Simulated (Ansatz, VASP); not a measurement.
# Co: VASP beside Ansatz

```
Co
1.0
     2.48525    0.00000    0.00000
    -1.24263    2.15229    0.00000
     0.00000    0.00000    8.08927
Co
4
Direct
  0.00000 0.00000 0.00000
  0.00000 0.00000 0.50000
  0.33333 0.66667 0.25000
  0.66667 0.33333 0.75000
```

Alike in both runs: functional BLYP; k mesh 14 × 14 × 4; occupations fermi-dirac, width 0.1 eV; no spin polarisation.

Ansatz relaxed the structure, and its values are those at the end. VASP's run is a single point on that final structure, the one shown.

|  | VASP | Ansatz |
| --- | --- | --- |
| version | VASP 6.6.1 | Ansatz 0.2.0 |
| potentials or method | VASP PAW PBE potentials, release 64 (Co), cutoff 520 eV | plane waves (420 eV) with PAW, scalar-relativistic |
| valence electrons in the cell | 36 | 68 |

```csv
,VASP,Ansatz,Ansatz less VASP
pressure (GPa),-0.3,0.0,+0.25
```

VASP's potentials were made for PBE, not for BLYP. The functional is the same, so the differences come from potentials, cutoffs and numerics. VASP's potentials hold 36 valence electrons a cell and Ansatz's 68, so a difference there can come from the potentials and not from the codes.
